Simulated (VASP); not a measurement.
# As4S (Im-3m) in VASP: notebook, part 3 of 3

VASP 6.6.1.

### 5 Relaxation of cell and atoms, PBE

Contents of INCAR:

```
  PREC = Accurate
  ENCUT = 600
  EDIFF = 1E-7
  ISMEAR = 0
  SIGMA = 0.1
  LREAL = False
  LASPH = True
  NELM = 100
  ALGO = Normal
  ISIF = 3
  LWAVE = False
  LCHARG = False
  GGA = PE
  IBRION = 2
  NSW = 100
  EDIFFG = -0.01
```

Contents of KPOINTS:

```
Automatic mesh
0
Gamma
  10 10 10
```

Contents of POSCAR:

```
As4S
1.0
   -3.0495767700      3.0495767700      3.0495767700
    3.0495767700     -3.0495767700      3.0495767700
    3.0495767700      3.0495767700     -3.0495767700
As S
4 1
Direct
    0.5000000000      0.5000000000      0.5000000000
    0.5000000000      0.0000000000      0.0000000000
    0.0000000000      0.0000000000      0.5000000000
    0.0000000000      0.5000000000      0.0000000000
    0.0000000000      0.0000000000      0.0000000000
```

Potentials or basis: VASP PAW PBE potentials, release 64 (As, S).

Launch:

```
cat potpaw_PBE.64/As/POTCAR potpaw_PBE.64/S/POTCAR > POTCAR
mpirun -np 1 vasp_std > vasp.out
```

OUTCAR:

```text
PREC = Accurate
   ENCUT = 600
   EDIFF = 1E-7
   ISMEAR = 0
   LREAL = False
   LASPH = True
   NELM = 100
   ISIF = 3
   GGA = PE
   IBRION = 2
   NSW = 100
   EDIFFG = -0.01

 ion  position               nearest neighbor table
   1  0.500  0.500  0.500-   5 2.64   5 2.64
   2  0.500  0.000  0.000-   5 2.64   5 2.64
   3  0.000  0.000  0.500-   5 2.64   5 2.64
   4  0.000  0.500  0.000-   5 2.64   5 2.64
   5  0.000  0.000  0.000-   1 2.64   2 2.64   3 2.64   4 2.64   3 2.64   4 2.64   2 2.64   1 2.64

  LATTYP: Found a body centered cubic cell.
 ALAT       =     6.0991535400

  Lattice vectors:

 A1 = (  -3.0495767700,   3.0495767700,   3.0495767700)
 A2 = (   3.0495767700,  -3.0495767700,   3.0495767700)
 A3 = (   3.0495767700,   3.0495767700,  -3.0495767700)

Analysis of symmetry for initial positions (statically):
=====================================================================
 Subroutine PRICEL returns:
 Original cell was already a primitive cell.

 Routine SETGRP: Setting up the symmetry group for a
 body centered cubic supercell.

 Subroutine GETGRP returns: Found 48 space group operations
 (whereof 48 operations were pure point group operations)
 out of a pool of 48 trial point group operations.

The static configuration has the point symmetry O_h .

Analysis of symmetry for dynamics (positions and initial velocities):
=====================================================================
 Subroutine PRICEL returns:
 Original cell was already a primitive cell.

 Routine SETGRP: Setting up the symmetry group for a
 body centered cubic supercell.

 Subroutine GETGRP returns: Found 48 space group operations
 (whereof 48 operations were pure point group operations)
 out of a pool of 48 trial point group operations.

The dynamic configuration has the point symmetry O_h .

 Subroutine INISYM returns: Found 48 space group operations
 (whereof 48 operations are pure point group operations),
 and found     1 'primitive' translations

----------------------------------------------------------------------------------------

                                     Primitive cell

  volume of cell :     113.4433

  direct lattice vectors                    reciprocal lattice vectors
    -3.049576770  3.049576770  3.049576770     0.000000000  0.163957178  0.163957178
     3.049576770 -3.049576770  3.049576770     0.163957178  0.000000000  0.163957178
     3.049576770  3.049576770 -3.049576770     0.163957178  0.163957178  0.000000000

  length of vectors
     5.282021907  5.282021907  5.282021907     0.231870464  0.231870464  0.231870464

  position of ions in fractional coordinates (direct lattice)
     0.500000000  0.500000000  0.500000000
     0.500000000  0.000000000  0.000000000
     0.000000000  0.000000000  0.500000000
     0.000000000  0.500000000  0.000000000
     0.000000000  0.000000000  0.000000000

  ion indices of the primitive-cell ions
   primitive index   ion index
                 1           1
                 2           2
                 3           3
                 4           4
                 5           5

----------------------------------------------------------------------------------------

 KPOINTS: Automatic mesh

Automatic generation of k-mesh.
 Grid dimensions read from file:
 generate k-points for:   10   10   10

 Generating k-lattice:

  Cartesian coordinates                     Fractional coordinates (reciprocal lattice)
     0.000000000  0.016395718  0.016395718     0.100000000  0.000000000  0.000000000
     0.016395718  0.000000000  0.016395718     0.000000000  0.100000000  0.000000000
     0.016395718  0.016395718  0.000000000     0.000000000  0.000000000  0.100000000

  Length of vectors
     0.023187046  0.023187046  0.023187046

  Shift w.r.t. Gamma in fractional coordinates (k-lattice)
     0.000000000  0.000000000  0.000000000

 Subroutine IBZKPT returns following result:
 ===========================================

 Found     47 irreducible k-points:

 Following reciprocal coordinates:
            Coordinates               Weight
  0.000000  0.000000  0.000000      1.000000
  0.100000  0.000000  0.000000     12.000000
  0.200000  0.000000  0.000000     12.000000
  0.300000  0.000000  0.000000     12.000000
  0.400000  0.000000  0.000000     12.000000
  0.500000  0.000000  0.000000      6.000000
[... 16 lines left out ...]
  0.300000  0.300000  0.100000      8.000000
 -0.300000  0.300000  0.100000     24.000000
 [... further k-points ...]
   k-points           NKPTS =     47   k-points in BZ     NKDIM =     47   number of bands    NBANDS=     17
   number of dos      NEDOS =    301   number of ions     NIONS =      5
   total plane-waves  NPLWV =  74088
   dimension x,y,z NGX =    42 NGY =   42 NGZ =   42
   dimension x,y,z NGXF=    84 NGYF=   84 NGZF=   84
   ions per type =               4   1
   NGX,Y,Z   is equivalent  to a cutoff of  13.22, 13.22, 13.22 a.u.
   NGXF,Y,Z  is equivalent  to a cutoff of  26.44, 26.44, 26.44 a.u.
 SYSTEM =  unknown system
   PREC   = accura    normal or accurate (medium, high low for compatibility)
   ISTART =      0    job   : 0-new  1-cont  2-samecut
   ICHARG =      2    charge: 1-file 2-atom 10-const
   ISPIN  =      1    spin polarized calculation?
   LNONCOLLINEAR =      F non collinear calculations
   LSORBIT =      F    spin-orbit coupling
   LASPH  =      T    aspherical Exc in radial PAW
   ENCUT  =  600.0 eV  44.10 Ry    6.64 a.u.  10.55 10.55 10.55*2*pi/ulx,y,z
   NELM   =    100;   NELMIN=  2; NELMDL= -5     # of ELM steps
   EDIFF  = 0.1E-06   stopping-criterion for ELM
   LREAL  =      F    real-space projection
   EDIFFG = -.1E-01   stopping-criterion for IOM
   NSW    =    100    number of steps for IOM
   IBRION =      2    ionic relax: 0-MD 1-quasi-New 2-CG
   NFREE  =      1    steps in history (QN), initial steepest desc. (CG)
   ISIF   =      3    stress and relaxation
   ISYM   =      2    0-nonsym 1-usesym 2-fastsym
   POTIM  = 0.5000    time-step for ionic-motion
   TEBEG  =    0.0;   TEEND  =   0.0 temperature during run
   PSTRESS=    0.0 pullay stress
   NELECT =      26.0000    total number of electrons
   NUPDOWN=      -1.0000    fix difference up-down
   EMIN   =  10.00;   EMAX   =-10.00  energy-range for DOS
   EFERMI =   0.00;   METHOD = LEGACY
   ISMEAR =     0;   SIGMA  =   0.10  broadening in eV -4-tet -1-fermi 0-gaus
   EFERMI_NEDOS =   21; number of points for ismear=-14 and -15
   IALGO  =     38    algorithm
   IMIX   =      4    mixing-type and parameters
     AMIX     =   0.40;   BMIX     =  1.00
     AMIX_MAG =   1.60;   BMIX_MAG =  1.00
  volume/ion in A,a.u.               =      22.69       153.11
  Fermi-wavevector in a.u.,A,eV,Ry     =   1.001858  1.893238 13.656445  1.003720
  Thomas-Fermi vector in A             =   2.134308
   LORBIT       =      0    0 simple, 1 ext, 2 COOP (PROOUT), +10 PAW based schemes
   GGA     = PE    functional components
   LHFCALC =     F    Hartree Fock is set to
   AEXX    =    0.0000 exact exchange contribution
   IVDW    =     0    specifies the selected vdW correction
   LEPSILON=     F    determine dielectric tensor
   LRPA    =     F    only Hartree local field effects (RPA)
 conjugate gradient relaxation of ions
 non-spin polarized calculation
 Gauss-broadening in eV      SIGMA  =   0.10
  energy-cutoff  :      600.00
  volume of cell :      113.44
 maximum number of plane-waves:      3812
   NGX = 21   NGY = 21   NGZ = 21

--------------------------------------- Ionic step        1  -------------------------------------------

 number of electron      26.0000005 magnetization

 Free energy of the ion-electron system (eV)
  ---------------------------------------------------
  ext. energy  EPLUGINS =         0.00000000
  ---------------------------------------------------
  free energy    TOTEN  =       -20.00573209 eV

  energy without entropy =      -19.98568797  energy(sigma->0) =      -19.99571003

 E-fermi :   4.5247     XC(G=0):  -9.6716

 val. band max:        4.5130969367   @ k =  -0.1000   0.1000   0.1000
 cond. band min:       4.5500767688   @ k =  -0.4000   0.5000   0.1000
 fundamental gap:      0.0369798321
 Fermi energy:         4.5247055840

 k-point     1 :       0.0000    0.0000    0.0000
  band No.  band energies     occupation
      1     -11.0655      2.00000
      2      -5.6276      2.00000
      3      -4.9358      2.00000
      4      -4.9358      2.00000
      5      -4.9358      2.00000
      6      -2.2994      2.00000
[... 9 lines left out ...]
     16       7.2470      0.00000
     17       8.6434      0.00000
[... 535 lines left out ...]
  energy  without entropy=      -20.0358943453  energy(sigma->0) =      -20.04500799

--------------------------------------- Ionic step        3  -------------------------------------------

 number of electron      25.9999998 magnetization

 Free energy of the ion-electron system (eV)
  ---------------------------------------------------
  ext. energy  EPLUGINS =         0.00000000
  ---------------------------------------------------
  free energy    TOTEN  =       -20.05754377 eV

  energy without entropy =      -20.03882514  energy(sigma->0) =      -20.04818446

 E-fermi :   5.0316     XC(G=0):  -9.8798

 val. band max:        4.9915857957   @ k =   0.3000   0.2000   0.2000
 cond. band min:       5.0360075429   @ k =   0.3000   0.1000   0.0000
 fundamental gap:      0.0444217472
 Fermi energy:         5.0315738172

 k-point     1 :       0.0000    0.0000    0.0000
  band No.  band energies     occupation
      1     -10.9588      2.00000
      2      -5.1613      2.00000
      3      -4.4602      2.00000
      4      -4.4602      2.00000
      5      -4.4602      2.00000
      6      -2.1454      2.00000
[... 9 lines left out ...]
     16       7.5369      0.00000
     17       9.4247      0.00000
[... 492 lines left out ...]
  FREE ENERGIE OF THE ION-ELECTRON SYSTEM (eV)
  ---------------------------------------------------
  free  energy   TOTEN  =       -20.0575437726 eV

  energy  without entropy=      -20.0388251413  energy(sigma->0) =      -20.04818446

 reached required accuracy - stopping structural energy minimisation
```

OSZICAR:

```text
N       E                     dE             d eps       ncg     rms          rms(c)
DAV:   1     0.115999793758E+03    0.11600E+03   -0.11414E+04  1598   0.142E+03
DAV:   2    -0.113199959407E+02   -0.12732E+03   -0.12521E+03  2145   0.193E+02
DAV:   3    -0.198479980596E+02   -0.85280E+01   -0.83223E+01  2057   0.520E+01
[... 32 lines left out ...]
DAV:   5    -0.200575433693E+02    0.10683E-04   -0.72611E-05  1790   0.494E-02    0.212E-02
DAV:   6    -0.200575436119E+02   -0.24257E-06   -0.26640E-06  2195   0.104E-02    0.139E-02
DAV:   7    -0.200575438075E+02   -0.19559E-06   -0.27281E-06  2084   0.887E-03    0.247E-03
DAV:   8    -0.200575436921E+02    0.11543E-06   -0.77072E-07  1862   0.493E-03    0.163E-03
DAV:   9    -0.200575437726E+02   -0.80481E-07   -0.70238E-08   909   0.165E-03
   3 F= -.20057544E+02 E0= -.20048184E+02  d E =-.518117E-01
```

CONTCAR:

```text
As4S
   1.00000000000000
    -3.0003856764357879    3.0003856764357879    3.0003856764357879
     3.0003856764357879   -3.0003856764357879    3.0003856764357879
     3.0003856764357879    3.0003856764357879   -3.0003856764357879
  As              S
     4     1
Direct
     0.5000000000000000    0.5000000000000000    0.5000000000000000
     0.5000000000000000    0.0000000000000000    0.0000000000000000
     0.0000000000000000    0.0000000000000000    0.5000000000000000
     0.0000000000000000    0.5000000000000000    0.0000000000000000
     0.0000000000000000    0.0000000000000000    0.0000000000000000

  0.00000000E+00  0.00000000E+00  0.00000000E+00
  0.00000000E+00  0.00000000E+00  0.00000000E+00
  0.00000000E+00  0.00000000E+00  0.00000000E+00
  0.00000000E+00  0.00000000E+00  0.00000000E+00
  0.00000000E+00  0.00000000E+00  0.00000000E+00
```

It took 3.8 min on 1 thread of Intel Xeon Platinum 8488C (Sapphire Rapids), shared host; peak memory 0.32 GiB.

What came out:

| Item | Value |
| --- | --- |
| Free energy | -20.0575 eV |
| Relaxed volume | 21.61 Å³/atom |
| Relaxed cell | a = 5.197 Å, b = 5.197 Å, c = 5.197 Å, α = 109.47°, β = 109.47°, γ = 109.47° |
| Space group after relaxing (to 0.1 Å) | Im-3m (No. 229) |
| Energy gained by relaxing | 10.4 meV/atom |
| Ionic steps | 3 |
| Pressure after relaxing | 0.0 GPa |
| Band gap on the k mesh | zero (bands 13 and 14 overlap by 2.26 eV) |

Step by step:
```
step  energy change (eV)  largest force (eV/Å)  pressure (GPa)  volume (Å³)
   1              0.0000                0.0000           -2.95       113.44
   2             -0.0484                0.0000            0.85       106.73
   3             -0.0518                0.0000            0.01       108.04
```

Final structure:
```
CELL_PARAMETERS angstrom
-3.00039 3.00039 3.00039
3.00039 -3.00039 3.00039
3.00039 3.00039 -3.00039
ATOMIC_POSITIONS crystal
As 0.50000 0.50000 0.50000
As 0.50000 0.00000 0.00000
As 0.00000 0.00000 0.50000
As 0.00000 0.50000 0.00000
S 0.00000 0.00000 0.00000
```

Levels at points of the mesh, in eV from the Fermi level:
```
           k point  band 9  band 10  band 11  band 12  band 13  band 14  band 15  band 16  band 17
(0.00, 0.00, 0.00)   -3.41    -3.41    -3.41     1.07     1.07     1.07     2.51     2.51     4.39
(0.50, 0.00, 0.00)   -2.75    -2.29    -1.70    -1.41    -1.10    -0.48     0.12     0.49     2.57
(0.50, 0.50, 0.50)   -2.50    -2.50    -2.33    -2.33    -2.33    -1.00     2.95     2.95     2.95
```

### 6 The runs side by side

```csv
task,level,cell,k mesh,cutoff (eV),gap on the mesh (eV),pressure (GPa)
single point,PBE,"a = 5.282 Å, angles 109.5°, 5 atoms",4 × 4 × 4,520,none,-3.8
single point,PBE,"a = 5.196 Å, angles 109.5°, 5 atoms",10 × 10 × 10,520,none,0.0
single point,RPBE,"a = 5.196 Å, angles 109.5°, 5 atoms",10 × 10 × 10,520,none,1.5
relaxation of cell and atoms,PBE,"relaxed from a = 5.282 Å, angles 109.5°, 5 atoms",10 × 10 × 10,600,none,0.0
```

Alike in all rows: potentials or basis VASP PAW PBE potentials, release 64 (As, S); no spin polarisation; smearing gaussian 0.1 eV.

Caveats: some runs use coarse meshes; the PAW data sets were made with another functional, which shifts forces and pressure a little (at least some runs).

Total energies depend on the potentials used, so only differences within one code and one set of settings carry meaning.
